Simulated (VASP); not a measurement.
Here is a VASP 6.6.1 calculation.

INCAR

```
SYSTEM = SrO
ALGO = Normal ; EDIFF = 1E-6
ENCUT = 520 ; GGA = PE
ISIF = 2 ; ISMEAR = 0
LASPH = .True. ; LCHARG = .False.
LREAL = .False. ; LWAVE = .False.
NBANDS = 33 ; NELM = 60
PREC = Accurate ; SIGMA = 0.02
```

Contents of KPOINTS:

```
k-points
0
Gamma
  6 6 6
  0 0 0
```

The input POSCAR:

```
SrO
1.0
    1.8068827286      1.0432042297      9.3280357606
   -1.8068827286      1.0432042297      9.3280357606
    0.0000000000     -2.0864084595      9.3280357606
Sr O
3 3
Direct
    0.5000000000      0.5000000000      0.5000000000
    0.6124063137      0.6124063137      0.6124063137
    0.3875936863      0.3875936863      0.3875936863
    0.0000000000      0.0000000000      0.0000000000
    0.7770653443      0.7770653443      0.7770653443
    0.2229346557      0.2229346557      0.2229346557
```

Potentials or basis: VASP PAW PBE potentials, release 64 (Sr_sv, O).

The run is started by

```sh
$ cat potpaw_PBE.64/Sr_sv/POTCAR potpaw_PBE.64/O/POTCAR > POTCAR
$ mpirun -np 1 vasp_std > vasp.out
```

**Question.** Predict the pressure.

**Answer.** 0.5 GPa.

**Question.** Estimate the largest force.

**Answer.** 0.004 eV/Å.

**Question.** What does it give for the band gap on the k mesh?

**Answer.** 3.46 eV (least direct gap 3.57 eV).

Forces on the atoms (eV/Å):
```
Sr   0.000  0.000  0.000
Sr   0.000  0.000  0.004
Sr   0.000  0.000 -0.004
O    0.000  0.000  0.000
O    0.000  0.000  0.001
O    0.000  0.000 -0.001
```

A k mesh can miss the band edges.
